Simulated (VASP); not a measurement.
**Mg4H: single point with PBEsol**

The system is Mg4H, a slab with vacuum.

```
CELL_PARAMETERS angstrom
3.18370 0.00000 0.00000
-1.59185 2.75717 0.00000
0.00000 0.00000 26.70819
ATOMIC_POSITIONS crystal
Mg 0.66667 0.33333 0.31825
Mg 0.33333 0.66667 0.41461
Mg 0.66667 0.33333 0.50903
Mg 0.33333 0.66667 0.60653
H 0.33333 0.16667 0.71955
```

| Property | Result |
| --- | --- |
| Program | VASP 6.6.1 |
| Task | single point |
| Functional | PBEsol |
| Potentials or basis | VASP PAW PBE potentials, release 64 (Mg, H) |
| Cutoff | 520 eV |
| k mesh | 9 × 9 × 1 |
| Occupations | gaussian, width 0.1 eV |
| Spin | no spin polarisation |

```yaml
Largest_force: 0.687 eV/Å
```

Forces in eV/Å, atoms in the order of the input:
```
Mg  -0.001 -0.001 -0.062
Mg   0.000  0.000  0.027
Mg  -0.004 -0.002  0.046
Mg   0.000  0.000  0.675
H    0.005  0.003 -0.687
```

Levels at points of the mesh, in eV from the Fermi level:
```csv
k point,band 1,band 2,band 3,band 4,band 5,band 6,band 7,band 8,band 9,band 10
"(0.00, 0.00, 0.00)",-6.63,-5.80,-4.48,-2.78,-1.73,-0.36,1.83,3.50,4.51,5.66
```

Run time: 84 s on 1 thread of Intel(R) Xeon(R) Platinum 8375C CPU @ 2.90GHz (Ice Lake), with other jobs on the host, peak memory 0.35 GiB.

Caveat: the PAW data sets were made with another functional, which shifts forces and pressure a little.
